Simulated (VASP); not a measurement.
A run of VASP 6.6.1 is set up as follows.

The input INCAR:

```
SYSTEM = Pb
PREC = Accurate ; ENCUT = 500
EDIFF = 1E-6 ; ISMEAR = -1
SIGMA = 0.05 ; LREAL = .FALSE.
LASPH = .TRUE. ; NELM = 120
ALGO = Normal ; ISIF = 2
LWAVE = .FALSE. ; LCHARG = .FALSE.
GGA = PE ; NBANDS = 13
GGA_COMPAT = .FALSE.
```

KPOINTS

```
Automatic mesh
0
G
  14 14 13
  0 0 0
```

Contents of POSCAR:

```
Pb
1.0
    3.0314572599      0.0000000000      0.0000000000
   -1.5157286300      2.6253189976      0.0000000000
    0.0000000000      0.0000000000      2.8618666018
Pb
1
Direct
    0.0000000000      0.0000000000      0.0000000000
```

Potentials or basis: VASP PAW PBE potentials, release 64 (Pb_d).

Command:

```bash
$ cat potpaw_PBE.64/Pb_d/POTCAR > POTCAR
$ mpirun -np 1 vasp_std > vasp.out
```

Q: What does it give for the pressure?

A: 34.9 GPa.

Q: Estimate the band gap on the k mesh.

A: Zero (bands 7 and 8 overlap by 8.61 eV).

Caveat: the cell stands under pressure; spin-orbit coupling is left out, which moves the levels of the heavy elements.
